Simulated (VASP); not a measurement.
A run of VASP 6.6.1 is set up as follows.

INCAR

```
SYSTEM = InAs
PREC     = Accurate       ! precision mode
ENCUT    = 520            ! plane-wave cutoff, eV
EDIFF    = 1E-8           ! SCF threshold, eV
ISMEAR   = -1             ! smearing method
SIGMA    = 0.08           ! smearing width, eV
LREAL    = .False.        ! projectors in reciprocal space
LASPH    = .True.         ! aspherical terms in the spheres
NELM     = 60             ! most SCF steps
ALGO     = Normal         ! electronic algorithm
ISIF     = 2              ! what is computed and relaxed
LWAVE    = .False.        ! write WAVECAR
LCHARG   = .False.        ! write CHGCAR
GGA      = PE             ! functional
LEFG     = .True.       
NBANDS   = 16             ! bands
```

Contents of KPOINTS:

```
regular mesh
0
Gamma
  10 10 10
  0 0 0
```

POSCAR

```
InAs
1.0
    0.0000000000      3.0833091750      3.0833091750
    3.0833091750      0.0000000000      3.0833091750
    3.0833091750      3.0833091750      0.0000000000
In As
1 1
Direct
    0.0000000000      0.0000000000      0.0000000000
    0.7500000000      0.7500000000      0.7500000000
```

Potentials or basis: VASP PAW PBE potentials, release 64 (In_d, As).

Launch:

```console
$ cat potpaw_PBE.64/In_d/POTCAR potpaw_PBE.64/As/POTCAR > POTCAR
$ mpirun -np 1 vasp_std > vasp.out
```

Problem. What does it give for the band gap on the k mesh?

Solution. Zero (filled and empty bands touch).

Problem. Estimate the pressure.

Solution. 0.5 GPa.

Caveat: semilocal functionals underestimate gaps, so a narrow gap can read as zero; spin-orbit coupling is left out, which moves the levels of the heavy elements.
